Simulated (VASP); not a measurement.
Write the native input for VASP 6.6.1 that does the following.

* Task: single point
* Functional: PBE
* Potentials or basis: VASP PAW PBE potentials, release 64 (B, C)
* Cutoff: 520 eV
* k mesh: 6 × 6 × 6
* Occupations: gaussian, width 0.1 eV
* Spin: collinear spin, ferromagnetic start
* Starting moments: [0.0, 0.0, 0.0, 1.0, 1.0] μB
* Dipole correction: no
* Further INCAR settings: ALGO = Normal; EDIFF = 1e-06; NBANDS = 20

The structure of B3C2 lies in POSCAR:

```
B3C2
1.0
    3.7362222000      0.0000000000      0.0000000000
    0.0000000000      3.7362222000      0.0000000000
    0.0000000000      0.0000000000      3.7362222000
B C
3 2
Direct
    0.5000000000      0.0000000000      0.0000000000
    0.0000000000      0.5000000000      0.0000000000
    0.0000000000      0.0000000000      0.5000000000
    0.0000000000      0.0000000000      0.0000000000
    0.5000000000      0.5000000000      0.5000000000
```

One way to write it, as run:

INCAR

```
SYSTEM = B3C2
PREC = Accurate ; ENCUT = 520
EDIFF = 1E-6 ; ISMEAR = 0
SIGMA = 0.1 ; LREAL = .FALSE.
LASPH = .TRUE. ; NELM = 150
ALGO = Normal ; ISIF = 2
LWAVE = .FALSE. ; LCHARG = .TRUE.
ISPIN = 2 ; MAGMOM = 0 0 0 1 1
LORBIT = 11 ; GGA = PE
LELF = .TRUE. ; LVHAR = .TRUE.
NBANDS = 20
```

KPOINTS

```
regular mesh
0
G
  6 6 6
  0 0 0
```

Potentials or basis: VASP PAW PBE potentials, release 64 (B, C).

The run is started by

```bash
$ cat potpaw_PBE.64/B/POTCAR potpaw_PBE.64/C/POTCAR > POTCAR
$ mpirun -np 1 vasp_std > vasp.out
```

Results of the run:

```
Pressure                                              : -36.0 GPa
Net moment                                            : 0.09 μB per cell
Site moments                                          : B -0.00; C +0.01, +0.04 μB
Valence electrons inside the program's atomic spheres : B 1.41; C 2.25, 2.02
```

Run time: 41 s on 1 thread of Intel(R) Xeon(R) Platinum 8124M CPU @ 3.00GHz (Skylake/Cascade Lake), on a shared host, peak memory 0.17 GiB.
